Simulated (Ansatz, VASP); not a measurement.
ZrB6 in VASP and in Ansatz

```
CELL_PARAMETERS angstrom
5.51852 0.00000 0.00000
-2.75926 4.77918 0.00000
0.00000 0.00000 3.14145
ATOMIC_POSITIONS crystal
Zr 0.00000 0.00000 0.00000
B 0.22902 0.45803 0.00000
B 0.54197 0.77098 0.00000
B 0.22902 0.77098 0.00000
B 0.77098 0.54197 0.00000
B 0.45803 0.22902 0.00000
B 0.77098 0.22902 0.00000
```

Alike in both runs: functional PBE; k mesh 6 × 6 × 6; occupations gaussian, width 0.1 eV; no spin polarisation.

Ansatz relaxed the structure, and its values are those at the end. VASP's run is a single point on that final structure, the one shown.

|  | VASP | Ansatz |
| --- | --- | --- |
| version | VASP 6.6.1 | Ansatz 0.2.0 |
| potentials or method | VASP PAW PBE potentials, release 64 (Zr_sv, B), cutoff 500 eV | scalar-relativistic, plane waves, PAW |
| valence electrons in the cell | 30 | 30 |

Ansatz gave:

```
gap on the k mesh at the Fermi level (eV) : none
pressure (GPa)                            : 0.0
rms of the force components (eV/Å)        : 0.012
```

Problem. Which values does VASP return?

Solution. gap on the k mesh at the Fermi level (eV): none; pressure (GPa): 0.0; rms of the force components (eV/Å): 0.014.

A gap of «none» marks a metal or a gap that the smearing closes. The functional is the same, so the differences come from potentials, cutoffs and numerics.
